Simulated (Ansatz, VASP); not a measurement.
## Sn: VASP beside Ansatz

POSCAR

```
Sn
1.0
    0.0000000000      3.2840539893      3.2840539893
    3.2840539893      0.0000000000      3.2840539893
    3.2840539893      3.2840539893      0.0000000000
Sn
2
Direct
    0.5000000000      0.5000000000      0.5000000000
    0.7500000000      0.7500000000      0.7500000000
```

The input INCAR.step1:

```
SYSTEM = Sn
  PREC = Accurate
  ENCUT = 520
  ISMEAR = -1
  SIGMA = 0.3
  LREAL = .FALSE.
  LASPH = .TRUE.
  NELM = 60
  NBANDS = 21
  GGA = PE
  ALGO = Normal
  EDIFF = 1E-4
  LWAVE = .TRUE.
  LCHARG = .FALSE.
```

File INCAR.step2:

```
SYSTEM = Sn
  PREC = Accurate
  ENCUT = 520
  EDIFF = 1E-6
  ISMEAR = -1
  SIGMA = 0.3
  LREAL = .FALSE.
  LASPH = .TRUE.
  NELM = 60
  ALGO = Normal
  ISIF = 2
  LWAVE = .FALSE.
  LCHARG = .TRUE.
  METAGGA = R2SCAN
  LMIXTAU = .TRUE.
  LELF = .TRUE.
  LVHAR = .TRUE.
  NBANDS = 21
  ISTART = 1
```

The input KPOINTS:

```
regular mesh
0
G
  8 8 8
  0 0 0
```

Input for Ansatz:

```yaml
crystal:
  lattice:
    - [0.0, 3.2840539893, 3.2840539893]
    - [3.2840539893, 0.0, 3.2840539893]
    - [3.2840539893, 3.2840539893, 0.0]
  atoms:
    - { symbol: Sn, position: [0.5, 0.5, 0.5] }
    - { symbol: Sn, position: [0.75, 0.75, 0.75] }
hamiltonian:
  xc: r2scan
  pseudopotentials:
    kind: paw
    azcp:
      Sn: "pseudopotentials/Sn.paw.azcp"
basis:
  ecutwfc: 500
  fft_grid_basis: typed
kpoints:
  mp_grid: { grid: [8, 8, 8], shift: [0, 0, 0] }
magnetization:
  spin_polarized: false
scf:
  occupations: { method: fermi_dirac, width: 0.3 }
  lower_state_search: "off"
output:
  stress: true
```

Alike in both runs: task single point; functional r2SCAN; k mesh 8 × 8 × 8; occupations fermi-dirac, width 0.3 eV; no spin polarisation.

|  | VASP | Ansatz |
| --- | --- | --- |
| version | VASP 6.6.1 | Ansatz 0.2.0 |
| potentials or method | VASP PAW PBE potentials, release 64 (Sn_d), cutoff 520 eV | plane waves (500 eV) with PAW, scalar-relativistic |
| valence electrons in the cell | 28 | 28 |

|  | VASP | Ansatz | Ansatz less VASP |
| --- | --- | --- | --- |
| pressure (GPa) | 0.2 | 0.3 | +0.05 |

VASP's potentials were made for PBE, not for r2SCAN.
